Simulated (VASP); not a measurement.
Wanted: the native input for a VASP 6.6.1 run.

* Task: single point
* Functional: PBE
* Potentials or basis: VASP PAW PBE potentials, release 64 (Mn_pv, O)
* Cutoff: 520 eV
* k mesh: 12 × 12 × 12
* Occupations: fermi-dirac, width 0.1 eV
* Spin: collinear spin, ferromagnetic start
* Starting moments: [4.0, 0.0] μB
* Dipole correction: no
* Further INCAR settings: ALGO = Normal; EDIFF = 1e-06; NBANDS = 20

The structure of MnO lies in POSCAR:

```
MnO
1.0
    0.0000000000      2.2230000000      2.2230000000
    2.2230000000      0.0000000000      2.2230000000
    2.2230000000      2.2230000000      0.0000000000
Mn O
1 1
Direct
    0.0000000000      0.0000000000      0.0000000000
    0.5000000000      0.5000000000      0.5000000000
```

These files were run (other wordings do the same):

INCAR

```
SYSTEM = MnO
ALGO = Normal
EDIFF = 1E-6
ENCUT = 520
GGA = PE
ISIF = 2
ISMEAR = -1
ISPIN = 2
LASPH = .True.
LCHARG = .False.
LMAXMIX = 4
LORBIT = 11
LREAL = .False.
LWAVE = .False.
MAGMOM = 4 0
NBANDS = 20
NELM = 150
PREC = Accurate
SIGMA = 0.1
```

KPOINTS

```
k-points
0
Gamma
  12 12 12
  0 0 0
```

Potentials or basis: VASP PAW PBE potentials, release 64 (Mn_pv, O).

The run is started by

```console
$ cat potpaw_PBE.64/Mn_pv/POTCAR potpaw_PBE.64/O/POTCAR > POTCAR
$ mpirun -np 1 vasp_std > vasp.out
```

It gave:

The pressure is -0.4 GPa. The net moment is 4.75 μB per cell, the site moments are Mn +4.31; O +0.20 μB and the valence electrons inside the program's atomic spheres are Mn 11.35; O 4.97.

Caveat: a cell with one magnetic atom can't hold antiferromagnetic order, which such compounds often take.

Wall time 48 s on 1 thread of AMD EPYC 7R13 Processor (Zen 3), on a shared host, peak memory 0.15 GiB.
